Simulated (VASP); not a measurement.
# MgS (F-43m) in VASP: single point with PBEsol

Aim: the single point of MgS with PBEsol.

All numbers are computed with VASP 6.6.1; they aren't measurements. Logs are shortened: lines on timing, memory, paths and dates and some standing lists are left out, and cuts for length are marked.

**1. The cell of the first run**

It takes space group F-43m (No. 216, cubic). The conventional cell has a = 5.666 Å, b = 5.666 Å, c = 5.666 Å, α = 90.00°, β = 90.00°, γ = 90.00°. Within 3.2 Å of Mg (site symmetry -43m) lie 4 S at 2.45 Å. Within 3.2 Å of S (site symmetry -43m) lie 4 Mg at 2.45 Å.

**2. Single point, PBEsol**

INCAR reads:

```
SYSTEM = MgS
PREC     = Accurate       ! precision mode
ENCUT    = 520            ! plane-wave cutoff, eV
EDIFF    = 1E-7           ! SCF threshold, eV
ISMEAR   = 0              ! smearing method
SIGMA    = 0.01           ! smearing width, eV
LREAL    = .FALSE.        ! projectors in reciprocal space
LASPH    = .TRUE.         ! aspherical terms in the spheres
NELM     = 100            ! most SCF steps
ALGO     = Normal         ! electronic algorithm
ISIF     = 2              ! what is computed and relaxed
LWAVE    = .FALSE.        ! write WAVECAR
LCHARG   = .FALSE.        ! write CHGCAR
GGA      = PS             ! functional
NBANDS   = 11             ! bands
```

KPOINTS reads:

```
regular mesh
0
G
  6 6 6
  0 0 0
```

POSCAR reads:

```
MgS
1.0
    4.0066370000      0.0000000000      0.0000000000
    2.0033185000      3.4698494257      0.0000000000
    2.0033185000      1.1566164752      3.2714054115
Mg S
1 1
Direct
    0.0000000000      0.0000000000      0.0000000000
    0.7500000000      0.7500000000      0.7500000000
```

Potentials or basis: VASP PAW PBE potentials, release 64 (Mg, S).

Run with:

```sh
> cat potpaw_PBE.64/Mg/POTCAR potpaw_PBE.64/S/POTCAR > POTCAR
> mpirun -np 1 vasp_std > vasp.out
```

OUTCAR:

```text
SYSTEM = MgS
   PREC = Accurate
   ENCUT = 520
   EDIFF = 1E-7
   ISMEAR = 0
   LREAL = .FALSE.
   LASPH = .TRUE.
   NELM = 100
   ISIF = 2
   GGA = PS

 ion  position               nearest neighbor table
   1  0.000  0.000  0.000-   2 2.45   2 2.45   2 2.45   2 2.45
   2  0.750  0.750  0.750-   1 2.45   1 2.45   1 2.45   1 2.45

  LATTYP: Found a face centered cubic cell.
 ALAT       =     5.6662403849

  Lattice vectors:

 A1 = (   4.0066370000,   0.0000000000,   0.0000000000)
 A2 = (   2.0033185000,   3.4698494257,   0.0000000000)
 A3 = (   2.0033185000,   1.1566164752,   3.2714054115)

Analysis of symmetry for initial positions (statically):
=====================================================================
 Subroutine PRICEL returns:
 Original cell was already a primitive cell.

 Routine SETGRP: Setting up the symmetry group for a
 face centered cubic supercell.

 Subroutine GETGRP returns: Found 24 space group operations
 (whereof 24 operations were pure point group operations)
 out of a pool of 48 trial point group operations.

The static configuration has the point symmetry T_d .

Analysis of symmetry for dynamics (positions and initial velocities):
=====================================================================
 Subroutine PRICEL returns:
 Original cell was already a primitive cell.

 Routine SETGRP: Setting up the symmetry group for a
 face centered cubic supercell.

 Subroutine GETGRP returns: Found 24 space group operations
 (whereof 24 operations were pure point group operations)
 out of a pool of 48 trial point group operations.

The dynamic configuration has the point symmetry T_d .

 Subroutine INISYM returns: Found 24 space group operations
 (whereof 24 operations are pure point group operations),
 and found     1 'primitive' translations

----------------------------------------------------------------------------------------

                                     Primitive cell

  volume of cell :      45.4805

  direct lattice vectors                    reciprocal lattice vectors
     4.006637000  0.000000000  0.000000000     0.249585875 -0.144098472 -0.101893007
     2.003318500  3.469849426  0.000000000     0.000000000  0.288196944 -0.101893007
     2.003318500  1.156616475  3.271405411     0.000000000  0.000000000  0.305679020

  length of vectors
     4.006637000  4.006637000  4.006637000     0.305679020  0.305679020  0.305679020

  position of ions in fractional coordinates (direct lattice)
     0.000000000  0.000000000  0.000000000
     0.750000000  0.750000000  0.750000000

  ion indices of the primitive-cell ions
   primitive index   ion index
                 1           1
                 2           2

----------------------------------------------------------------------------------------

 KPOINTS: regular mesh

Automatic generation of k-mesh.
 Grid dimensions read from file:
 generate k-points for:    6    6    6

 Generating k-lattice:

  Cartesian coordinates                     Fractional coordinates (reciprocal lattice)
     0.041597646 -0.024016412 -0.016982168     0.166666667  0.000000000 -0.000000000
     0.000000000  0.048032824 -0.016982168     0.000000000  0.166666667  0.000000000
     0.000000000  0.000000000  0.050946503     0.000000000  0.000000000  0.166666667

  Length of vectors
     0.050946503  0.050946503  0.050946503

  Shift w.r.t. Gamma in fractional coordinates (k-lattice)
     0.000000000  0.000000000  0.000000000

 Subroutine IBZKPT returns following result:
 ===========================================

 Found     16 irreducible k-points:

 Following reciprocal coordinates:
            Coordinates               Weight
  0.000000  0.000000  0.000000      1.000000
  0.166667  0.000000  0.000000      8.000000
  0.333333  0.000000  0.000000      8.000000
  0.500000  0.000000  0.000000      4.000000
  0.166667  0.166667  0.000000      6.000000
  0.333333  0.166667  0.000000     24.000000
[... 8 lines left out ...]
 -0.333333  0.333333  0.166667     24.000000
 -0.333333  0.500000  0.166667     12.000000
   k-points           NKPTS =     16   k-points in BZ     NKDIM =     16   number of bands    NBANDS=     11
   number of dos      NEDOS =    301   number of ions     NIONS =      2
   total plane-waves  NPLWV =  27000
   dimension x,y,z NGX =    30 NGY =   30 NGZ =   30
   dimension x,y,z NGXF=    60 NGYF=   60 NGZF=   60
   ions per type =               1   1
   NGX,Y,Z   is equivalent  to a cutoff of  12.45, 12.45, 12.45 a.u.
   NGXF,Y,Z  is equivalent  to a cutoff of  24.90, 24.90, 24.90 a.u.
 SYSTEM =  MgS
   PREC   = accura    normal or accurate (medium, high low for compatibility)
   ISTART =      0    job   : 0-new  1-cont  2-samecut
   ICHARG =      2    charge: 1-file 2-atom 10-const
   ISPIN  =      1    spin polarized calculation?
   LNONCOLLINEAR =      F non collinear calculations
   LSORBIT =      F    spin-orbit coupling
   LASPH  =      T    aspherical Exc in radial PAW
   ENCUT  =  520.0 eV  38.22 Ry    6.18 a.u.   7.45  7.45  7.45*2*pi/ulx,y,z
   NELM   =    100;   NELMIN=  2; NELMDL= -5     # of ELM steps
   EDIFF  = 0.1E-06   stopping-criterion for ELM
   LREAL  =      F    real-space projection
   EDIFFG = 0.1E-05   stopping-criterion for IOM
   NSW    =      0    number of steps for IOM
   IBRION =     -1    ionic relax: 0-MD 1-quasi-New 2-CG
   NFREE  =      0    steps in history (QN), initial steepest desc. (CG)
   ISIF   =      2    stress and relaxation
   ISYM   =      2    0-nonsym 1-usesym 2-fastsym
   POTIM  = 0.5000    time-step for ionic-motion
   TEBEG  =    0.0;   TEEND  =   0.0 temperature during run
   PSTRESS=    0.0 pullay stress
   NELECT =       8.0000    total number of electrons
   NUPDOWN=      -1.0000    fix difference up-down
   EMIN   =  10.00;   EMAX   =-10.00  energy-range for DOS
   EFERMI =   0.00;   METHOD = LEGACY
   ISMEAR =     0;   SIGMA  =   0.01  broadening in eV -4-tet -1-fermi 0-gaus
   EFERMI_NEDOS =   21; number of points for ismear=-14 and -15
   IALGO  =     38    algorithm
   IMIX   =      4    mixing-type and parameters
     AMIX     =   0.40;   BMIX     =  1.00
     AMIX_MAG =   1.60;   BMIX_MAG =  1.00
  volume/ion in A,a.u.               =      22.74       153.46
  Fermi-wavevector in a.u.,A,eV,Ry     =   0.917269  1.733386 11.447691  0.841382
  Thomas-Fermi vector in A             =   2.042218
   LORBIT       =      0    0 simple, 1 ext, 2 COOP (PROOUT), +10 PAW based schemes
   GGA     = PS    functional components
   LHFCALC =     F    Hartree Fock is set to
   AEXX    =    0.0000 exact exchange contribution
   IVDW    =     0    specifies the selected vdW correction
   LEPSILON=     F    determine dielectric tensor
   LRPA    =     F    only Hartree local field effects (RPA)
 non-spin polarized calculation
 Gauss-broadening in eV      SIGMA  =   0.01
  energy-cutoff  :      520.00
  volume of cell :       45.48
 maximum number of plane-waves:      1243
 NGX is ok and might be reduce to    30
   NGX = 15   NGY = 15   NGZ = 15

 number of electron       8.0000001 magnetization

 Free energy of the ion-electron system (eV)
  ---------------------------------------------------
  ext. energy  EPLUGINS =         0.00000000
  ---------------------------------------------------
  free energy    TOTEN  =        -8.91640780 eV

  energy without entropy =       -8.91640780  energy(sigma->0) =       -8.91640780

 E-fermi :   1.0288     XC(G=0):  -8.5676

 val. band max:        0.9873246274   @ k =   0.0000   0.0000   0.0000
 cond. band min:       4.2720046530   @ k =   0.0000   0.0000   0.0000
 fundamental gap:      3.2846800255
 Fermi energy:         1.0288181332

 k-point     1 :       0.0000    0.0000    0.0000
  band No.  band energies     occupation
      1     -10.2741      2.00000
      2       0.9873      2.00000
      3       0.9873      2.00000
      4       0.9873      2.00000
      5       4.2720      0.00000
      6       8.8538      0.00000
      7       8.8538      0.00000
      8       8.8538      0.00000
      9      11.7658      0.00000
     10      11.7658      0.00000
     11      14.5155      0.00000

 k-point     2 :       0.1667    0.0000    0.0000
  band No.  band energies     occupation
      1     -10.1212      2.00000
      2      -0.1070      2.00000
      3       0.8967      2.00000
      4       0.8967      2.00000
      5       5.2918      0.00000
      6       8.5894      0.00000
      7       9.1056      0.00000
      8       9.1056      0.00000
      9      11.1487      0.00000
     10      11.1487      0.00000
     11      13.5494      0.00000

 k-point     3 :       0.3333    0.0000    0.0000
  band No.  band energies     occupation
      1      -9.7790      2.00000
      2      -1.5746      2.00000
      3       0.7325      2.00000
      4       0.7325      2.00000
      5       5.9929      0.00000
      6       8.8174      0.00000
      7       8.8174      0.00000
      8       9.0093      0.00000
      9      12.1090      0.00000
     10      12.1090      0.00000
     11      12.9109      0.00000

 k-point     4 :       0.5000    0.0000    0.0000
  band No.  band energies     occupation
      1      -9.5841      2.00000
      2      -2.1885      2.00000
      3       0.6574      2.00000
      4       0.6574      2.00000
      5       5.9743      0.00000
      6       8.5250      0.00000
      7       8.5250      0.00000
      8       9.3997      0.00000
      9      13.6772      0.00000
     10      14.1362      0.00000
     11      14.1362      0.00000
[... 127 lines left out ...]
 k-point    14 :       0.5000    0.3333    0.1667
  band No.  band energies     occupation
      1      -9.5456      2.00000
      2      -1.4895      2.00000
      3      -0.3449      2.00000
      4       0.2833      2.00000
      5       6.5238      0.00000
      6       7.9746      0.00000
      7       8.3700      0.00000
      8      10.6911      0.00000
      9      11.5734      0.00000
     10      14.4211      0.00000
     11      15.2612      0.00000

 k-point    15 :      -0.3333    0.3333    0.1667
  band No.  band energies     occupation
      1      -9.4136      2.00000
      2      -1.5905      2.00000
      3      -0.7032      2.00000
      4       0.0772      2.00000
      5       6.6070      0.00000
      6       7.9086      0.00000
      7       9.3110      0.00000
      8      10.1784      0.00000
      9      12.1017      0.00000
     10      13.9077      0.00000
     11      15.2013      0.00000

 k-point    16 :      -0.3333    0.5000    0.1667
  band No.  band energies     occupation
      1      -9.3550      2.00000
      2      -1.5470      2.00000
      3      -0.5940      2.00000
      4      -0.2967      2.00000
      5       5.8115      0.00000
      6       7.7375      0.00000
      7      10.2523      0.00000
      8      10.2852      0.00000
      9      13.3737      0.00000
     10      14.7095      0.00000
     11      14.8325      0.00000

------------------------ aborting loop because EDIFF is reached ----------------------------------------

  FORCE on cell =-STRESS in cart. coord.  units (eV):
  Direction    XX          YY          ZZ          XY          YZ          ZX
  --------------------------------------------------------------------------------------
  -------------------------------------------------------------------------------------
  Total       -0.1477481     -0.1477481     -0.1477481     -0.0000000      0.0000000     -0.0000000
  in kB       -5.2048397     -5.2048397     -5.2048397     -0.0000000      0.0000000     -0.0000000
  external PRESSURE =      -5.2048397 kB  Pullay stress =       0.0000000 kB

 VOLUME and BASIS-vectors are now :
 -----------------------------------------------------------------------------
  energy-cutoff  :      520.00
  volume of cell :       45.48
      direct lattice vectors                 reciprocal lattice vectors
     4.006637000  0.000000000  0.000000000     0.249585875 -0.144098472 -0.101893007
     2.003318500  3.469849426  0.000000000     0.000000000  0.288196944 -0.101893007
     2.003318500  1.156616475  3.271405411     0.000000000  0.000000000  0.305679020

 POSITION                                       TOTAL-FORCE (eV/Angst)
 -----------------------------------------------------------------------------------
      0.00000      0.00000      0.00000        -0.000000      0.000000     -0.000000
      6.00996      3.46985      2.45355         0.000000     -0.000000      0.000000
 -----------------------------------------------------------------------------------
    total drift:                               -0.000000     -0.000000     -0.000000

  FREE ENERGIE OF THE ION-ELECTRON SYSTEM (eV)
  ---------------------------------------------------
  free  energy   TOTEN  =        -8.9164078043 eV

  energy  without entropy=       -8.9164078043  energy(sigma->0) =       -8.91640780
```

Run time: 16 s. Hardware: 1 thread of AMD EPYC 7R13, shared host; peak memory 0.13 GiB.

What came out:

- Free energy: -8.9164 eV
- Pressure: -0.5 GPa
- Band gap on the k mesh: 3.28 eV, direct

Levels at points of the mesh, in eV from the valence-band top:
```tsv
k point	band 1	band 2	band 3	band 4	band 5	band 6	band 7	band 8	band 9
(0.00, 0.00, 0.00)	-11.26	0.00	0.00	0.00	3.28	7.87	7.87	7.87	10.78
(0.50, 0.00, 0.00)	-10.57	-3.18	-0.33	-0.33	4.99	7.54	7.54	8.41	12.69
(0.50, 0.50, 0.00)	-10.35	-2.85	-1.05	-1.05	3.71	5.54	11.01	12.14	12.14
```

Caveat: the PAW data sets were made with another functional, which shifts forces and pressure a little.
